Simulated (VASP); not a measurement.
# KI (P1) in VASP: notebook

KI is run at these levels: PBE; tasks: single point.

Program: VASP 6.6.1. These are calculated values, not measurements. Logs are shortened: lines on timing, memory, paths and dates and some standing lists are left out, and cuts for length are marked.

### 1 The cell of the first run

The typed cell holds 16 atoms: a = 7.836 Å, b = 7.836 Å, c = 7.836 Å, α = 90.00°, β = 90.00°, γ = 90.00°.

### 2 Single point, PBE (dynamics (npt langevin) at 2600 K, volume x 1.1, from the last frame before)

INCAR reads:

```
ALGO = Normal
EDIFF = 1E-6
ENCUT = 520
GGA = PE
ISIF = 2
ISMEAR = -1
LASPH = True
LCHARG = False
LREAL = Auto
LWAVE = False
NBANDS = 78
NELM = 60
PREC = Accurate
SIGMA = 0.2241
```

KPOINTS reads:

```
k-points
0
Gamma
  1 1 1
```

POSCAR reads:

```
KI
1.0
    0.0000000000      0.0000000000     -7.8355460000
    0.0000000000     -7.8355460000      0.0000000000
   -7.8355460000      0.0000000000      0.0000000000
K I
8 8
Direct
    0.4728968473      0.4616553843      0.5225212129
    0.0122712572      0.5422118637      0.5119045948
    0.3913553695     -0.0211363701      0.5608055903
    0.0181909467     -0.0142404882      0.3900051126
    0.5336349247      0.3636475365     -0.0098914613
   -0.0763636637      0.3505240094      0.0211943112
    0.4682740679     -0.0591700948      0.0402347201
   -0.0010495759     -0.0876052543      0.0529009721
    0.1936879702      0.3109151551      0.2232476205
    0.7081889380      0.2167330777      0.2962356420
    0.2824681267      0.7282750940      0.2996934738
    0.7232596171      0.7109847865      0.2713489271
    0.1535798526      0.1933752925      0.7324067780
    0.6742980004      0.1650589506      0.7245059885
    0.3242973751      0.7147429164      0.7929243221
    0.8609204770      0.6856785730      0.8344531447
```

Potentials or basis: VASP PAW PBE potentials, release 64 (K_sv, I).

On the command line:

```
$ cat potpaw_PBE.64/K_sv/POTCAR potpaw_PBE.64/I/POTCAR > POTCAR
$ mpirun -np 1 vasp_gam > vasp.out
```

OUTCAR:

```text
EDIFF = 1E-6
   ENCUT = 520
   GGA = PE
   ISIF = 2
   ISMEAR = -1
   LASPH = True
   LREAL = Auto
   NELM = 60
   PREC = Accurate

 ion  position               nearest neighbor table
   1  0.473  0.462  0.523-  11 3.10  15 3.13  10 3.20  14 3.22  12 3.40   9 3.42  13 3.66   2 3.66
                             5 3.77
   2  0.012  0.542  0.512-  16 3.01  11 3.06   9 3.23  12 3.23  13 3.42  15 3.56   4 3.60   1 3.66

   3  0.391  0.979  0.561-  15 2.80  13 2.85  14 2.95  11 2.96   4 3.22
   4  0.018  0.986  0.390-   8 2.71  11 2.98  10 3.12   9 3.18   3 3.22  12 3.29  13 3.31   2 3.60

   5  0.534  0.364  0.990-  14 2.82  10 2.99   6 3.07   9 3.26   7 3.38  15 3.56   1 3.77
   6  0.924  0.351  0.021-   9 2.66  10 2.93  16 3.05   5 3.07  13 3.14  14 3.37   8 3.49
   7  0.468  0.941  0.040-  15 2.86  11 3.00  12 3.24   5 3.38  14 3.44  10 3.50   8 3.69
   8  0.999  0.912  0.053-  16 2.69   4 2.71  12 3.18  11 3.28   6 3.49  13 3.55  15 3.61   7 3.69

   9  0.194  0.311  0.223-   6 2.66   4 3.18   2 3.23   5 3.26  11 3.40   1 3.42
  10  0.708  0.217  0.296-   6 2.93   5 2.99   4 3.12   1 3.20  14 3.39   7 3.50
  11  0.282  0.728  0.300-   3 2.96   4 2.98   7 3.00   2 3.06   1 3.10   8 3.28   9 3.40  12 3.46

  12  0.723  0.711  0.271-   8 3.18   2 3.23   7 3.24   4 3.29   1 3.40  11 3.46
  13  0.154  0.193  0.732-   3 2.85   6 3.14   4 3.31   2 3.42   8 3.55   1 3.66
  14  0.674  0.165  0.725-   5 2.82   3 2.95   1 3.22   6 3.37  10 3.39   7 3.44
  15  0.324  0.715  0.793-   3 2.80   7 2.86   1 3.13   5 3.56   2 3.56   8 3.61
  16  0.861  0.686  0.834-   8 2.69   2 3.01   6 3.05

  LATTYP: Found a simple cubic cell.
 ALAT       =     7.8355460000

  Lattice vectors:

 A1 = (   0.0000000000,   0.0000000000,  -7.8355460000)
 A2 = (   0.0000000000,  -7.8355460000,   0.0000000000)
 A3 = (  -7.8355460000,   0.0000000000,   0.0000000000)

Analysis of symmetry for initial positions (statically):
=====================================================================
 Subroutine PRICEL returns:
 Original cell was already a primitive cell.

 Routine SETGRP: Setting up the symmetry group for a
 simple cubic supercell.

 Subroutine GETGRP returns: Found  1 space group operations
 (whereof  1 operations were pure point group operations)
 out of a pool of 48 trial point group operations.

The static configuration has the point symmetry C_1 .

Analysis of symmetry for dynamics (positions and initial velocities):
=====================================================================
 Subroutine PRICEL returns:
 Original cell was already a primitive cell.

 Routine SETGRP: Setting up the symmetry group for a
 simple cubic supercell.

 Subroutine GETGRP returns: Found  1 space group operations
 (whereof  1 operations were pure point group operations)
 out of a pool of 48 trial point group operations.

The dynamic configuration has the point symmetry C_1 .

 Subroutine INISYM returns: Found  1 space group operations
 (whereof  1 operations are pure point group operations),
 and found     1 'primitive' translations

----------------------------------------------------------------------------------------

                                     Primitive cell

  volume of cell :     481.0695

  direct lattice vectors                    reciprocal lattice vectors
     0.000000000  0.000000000 -7.835546000     0.000000000  0.000000000 -0.127623525
     0.000000000 -7.835546000  0.000000000     0.000000000 -0.127623525  0.000000000
    -7.835546000  0.000000000  0.000000000    -0.127623525  0.000000000  0.000000000

  length of vectors
     7.835546000  7.835546000  7.835546000     0.127623525  0.127623525  0.127623525

  position of ions in fractional coordinates (direct lattice)
     0.472896847  0.461655384  0.522521213
     0.012271257  0.542211864  0.511904595
     0.391355369  0.978863630  0.560805590
     0.018190947  0.985759512  0.390005113
     0.533634925  0.363647536  0.990108539
     0.923636336  0.350524009  0.021194311
[... 8 lines left out ...]
     0.324297375  0.714742916  0.792924322
     0.860920477  0.685678573  0.834453145

  ion indices of the primitive-cell ions
   primitive index   ion index
                 1           1
                 2           2
                 3           3
                 4           4
                 5           5
                 6           6
[... 8 lines left out ...]
                15          15
                16          16

----------------------------------------------------------------------------------------

 KPOINTS: k-points

Automatic generation of k-mesh.
 Grid dimensions read from file:
 generate k-points for:    1    1    1

 Generating k-lattice:

  Cartesian coordinates                     Fractional coordinates (reciprocal lattice)
     0.000000000  0.000000000 -0.127623525     1.000000000  0.000000000  0.000000000
     0.000000000 -0.127623525  0.000000000     0.000000000  1.000000000  0.000000000
    -0.127623525  0.000000000  0.000000000     0.000000000  0.000000000  1.000000000

  Length of vectors
     0.127623525  0.127623525  0.127623525

  Shift w.r.t. Gamma in fractional coordinates (k-lattice)
     0.000000000  0.000000000  0.000000000

 Subroutine IBZKPT returns following result:
 ===========================================

 Found      1 irreducible k-points:

 Following reciprocal coordinates:
            Coordinates               Weight
  0.000000  0.000000  0.000000      1.000000
   k-points           NKPTS =      1   k-points in BZ     NKDIM =      1   number of bands    NBANDS=     78
   number of dos      NEDOS =    301   number of ions     NIONS =     16
   total plane-waves  NPLWV = 216000
   dimension x,y,z NGX =    60 NGY =   60 NGZ =   60
   dimension x,y,z NGXF=   120 NGYF=  120 NGZF=  120
   ions per type =               8   8
   NGX,Y,Z   is equivalent  to a cutoff of  12.73, 12.73, 12.73 a.u.
   NGXF,Y,Z  is equivalent  to a cutoff of  25.46, 25.46, 25.46 a.u.
 SYSTEM =  unknown system
   PREC   = accura    normal or accurate (medium, high low for compatibility)
   ISTART =      0    job   : 0-new  1-cont  2-samecut
   ICHARG =      2    charge: 1-file 2-atom 10-const
   ISPIN  =      1    spin polarized calculation?
   LNONCOLLINEAR =      F non collinear calculations
   LSORBIT =      F    spin-orbit coupling
   LASPH  =      T    aspherical Exc in radial PAW
   ENCUT  =  520.0 eV  38.22 Ry    6.18 a.u.  14.57 14.57 14.57*2*pi/ulx,y,z
   NELM   =     60;   NELMIN=  2; NELMDL= -5     # of ELM steps
   EDIFF  = 0.1E-05   stopping-criterion for ELM
   LREAL  =      T    real-space projection
   EDIFFG = 0.1E-04   stopping-criterion for IOM
   NSW    =      0    number of steps for IOM
   IBRION =     -1    ionic relax: 0-MD 1-quasi-New 2-CG
   NFREE  =      0    steps in history (QN), initial steepest desc. (CG)
   ISIF   =      2    stress and relaxation
   ISYM   =      2    0-nonsym 1-usesym 2-fastsym
   POTIM  = 0.5000    time-step for ionic-motion
   TEBEG  =    0.0;   TEEND  =   0.0 temperature during run
   PSTRESS=    0.0 pullay stress
   NELECT =     128.0000    total number of electrons
   NUPDOWN=      -1.0000    fix difference up-down
   EMIN   =  10.00;   EMAX   =-10.00  energy-range for DOS
   EFERMI =   0.00;   METHOD = LEGACY
   ISMEAR =    -1;   SIGMA  =   0.22  broadening in eV -4-tet -1-fermi 0-gaus
   EFERMI_NEDOS =   21; number of points for ismear=-14 and -15
   IALGO  =     38    algorithm
   IMIX   =      4    mixing-type and parameters
     AMIX     =   0.40;   BMIX     =  1.00
     AMIX_MAG =   1.60;   BMIX_MAG =  1.00
  volume/ion in A,a.u.               =      30.07       202.90
  Fermi-wavevector in a.u.,A,eV,Ry     =   1.052953  1.989792 15.084909  1.108710
  Thomas-Fermi vector in A             =   2.188056
   LORBIT       =      0    0 simple, 1 ext, 2 COOP (PROOUT), +10 PAW based schemes
   GGA     = PE    functional components
   LHFCALC =     F    Hartree Fock is set to
   AEXX    =    0.0000 exact exchange contribution
   IVDW    =     0    specifies the selected vdW correction
   LEPSILON=     F    determine dielectric tensor
   LRPA    =     F    only Hartree local field effects (RPA)
 non-spin polarized calculation
  energy-cutoff  :      520.00
  volume of cell :      481.07
 maximum number of plane-waves:      6519
 NGX is ok and might be reduce to    60
   NGX = 29   NGY = 29   NGZ = 29

 number of electron     127.9999998 magnetization

 Free energy of the ion-electron system (eV)
  ---------------------------------------------------
  ext. energy  EPLUGINS =         0.00000000
  ---------------------------------------------------
  free energy    TOTEN  =       -29.69821257 eV

  energy without entropy =      -29.69301273  energy(sigma->0) =      -29.69561265

 E-fermi :   5.0082     XC(G=0):  -8.7360

 val. band max:        3.1666215823   @ k =   0.0000   0.0000   0.0000
 cond. band min:       6.8002639539   @ k =   0.0000   0.0000   0.0000
 fundamental gap:      3.6336423716
 Fermi energy:         5.0081614658

 k-point     1 :       0.0000    0.0000    0.0000
  band No.  band energies     occupation
      1     -26.9934      2.00000
      2     -26.6894      2.00000
      3     -26.5039      2.00000
      4     -26.4220      2.00000
      5     -26.3078      2.00000
      6     -26.1813      2.00000
[... 68 lines left out ...]
     75       8.4855      0.00000
     76       8.5871      0.00000
 [bands above 76 left out]

------------------------ aborting loop because EDIFF is reached ----------------------------------------

  FORCE on cell =-STRESS in cart. coord.  units (eV):
  Direction    XX          YY          ZZ          XY          YZ          ZX
  --------------------------------------------------------------------------------------
  -------------------------------------------------------------------------------------
  Total       52.7671739     40.6839631     50.3437433      3.5003709     -0.1556869      2.0035440
  in kB      175.7383819    135.4958647    167.6672699     11.6578066     -0.5185073      6.6727013
  external PRESSURE =     159.6338388 kB  Pullay stress =       0.0000000 kB

 VOLUME and BASIS-vectors are now :
 -----------------------------------------------------------------------------
  energy-cutoff  :      520.00
  volume of cell :      481.07
      direct lattice vectors                 reciprocal lattice vectors
     0.000000000  0.000000000 -7.835546000     0.000000000  0.000000000 -0.127623525
     0.000000000 -7.835546000  0.000000000     0.000000000 -0.127623525  0.000000000
    -7.835546000  0.000000000  0.000000000    -0.127623525  0.000000000  0.000000000

 POSITION                                       TOTAL-FORCE (eV/Angst)
 -----------------------------------------------------------------------------------
     -4.09424     -3.61732     -3.70541        -0.038042      0.210907     -0.301427
     -4.01105     -4.24853     -0.09615        -0.058738      0.678620      0.335063
     -4.39422     -7.66993     -3.06648         1.557109     -0.524499     -1.342630
     -3.05590     -7.72396     -0.14254        -1.781654     -0.397690      0.868020
     -7.75804     -2.84938     -4.18132        -0.477890     -1.790605      1.380960
     -0.16607     -2.74655     -7.23720         2.001568     -0.700185      1.428023
[... 8 lines left out ...]
     -6.21300     -5.60040     -2.54105        -0.448107      1.908803      0.152615
     -6.53840     -5.37267     -6.74578         1.600528      1.143510      1.501561
 -----------------------------------------------------------------------------------
    total drift:                                0.016776      0.008347     -0.001931

  FREE ENERGIE OF THE ION-ELECTRON SYSTEM (eV)
  ---------------------------------------------------
  free  energy   TOTEN  =       -29.6982125655 eV

  energy  without entropy=      -29.6930127327  energy(sigma->0) =      -29.69561265
```

It took 2.7 min on 1 thread of AMD EPYC 7R13, shared host; peak memory 0.41 GiB.

Results:

* Free energy: -29.6982 eV
* Pressure: 16.0 GPa
* Largest force: 2.656 eV/Å
* Band gap on the k mesh: 3.63 eV

Forces on the atoms (eV/Å):
```
K   -0.038  0.211 -0.301
K   -0.059  0.679  0.335
K    1.557 -0.524 -1.343
K   -1.782 -0.398  0.868
K   -0.478 -1.791  1.381
K    2.002 -0.700  1.428
K   -0.392 -1.135 -0.940
K   -0.046 -1.515 -0.969
I   -1.001  0.719 -2.352
I   -0.493  0.770  0.331
I    0.582 -0.111  0.406
I   -0.320  0.244 -0.125
I   -0.511 -0.598  0.752
I   -0.173  1.097 -1.125
I   -0.448  1.909  0.153
I    1.601  1.144  1.502
```

Levels at points of the mesh, in eV from the valence-band top:
| k point | band 60 | band 61 | band 62 | band 63 | band 64 | band 65 | band 66 | band 67 | band 68 | band 69 |
| --- | --- | --- | --- | --- | --- | --- | --- | --- | --- | --- |
| (0.00, 0.00, 0.00) | -0.55 | -0.44 | -0.27 | -0.16 | 0.00 | 3.63 | 3.85 | 3.98 | 4.23 | 4.30 |

Caveat: the k points lie up to 0.80 Å⁻¹ apart; spin-orbit coupling is left out, which moves the levels of the heavy elements; forces of over 1 eV/Å act on the atoms, so gaps and moduli don't describe the material at rest. A k mesh can miss the band edges.

(Continued in part 2 of 2.)
